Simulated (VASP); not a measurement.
HfB: single point with PBE

HfB:

```xyz
2
Lattice="0.0000 2.3100 2.3100 2.3100 0.0000 2.3100 2.3100 2.3100 0.0000" Properties=species:S:1:pos:R:3 pbc="T T T"
Hf    2.3100    2.3100    2.3100
B     0.0000    0.0000    0.0000
```

| Property | Result |
| --- | --- |
| Program | VASP 6.6.1 |
| Task | single point |
| Functional | PBE |
| Potentials or basis | VASP PAW PBE potentials, release 64 (Hf_pv, B) |
| Cutoff | 520 eV |
| k mesh | 11 × 11 × 11 |
| Occupations | fermi-dirac, width 0.05 eV |
| Spin | collinear spin, ferromagnetic start |
| Starting moments | [1.2, 0.0] μB |
| Fixed moment | 1.2 μB |

The pressure is 35.7 GPa and the net moment is 1.20 μB per cell. The site moments are Hf +0.51; B +0.39 μB and the valence electrons inside the program's atomic spheres are Hf 8.89; B 1.96.

It took 14 s on 1 thread of Intel(R) Xeon(R) 6975P-C (Granite Rapids) (shared host), peak memory 0.17 GiB.

Caveat: the total moment is fixed, so each spin has its own Fermi level.
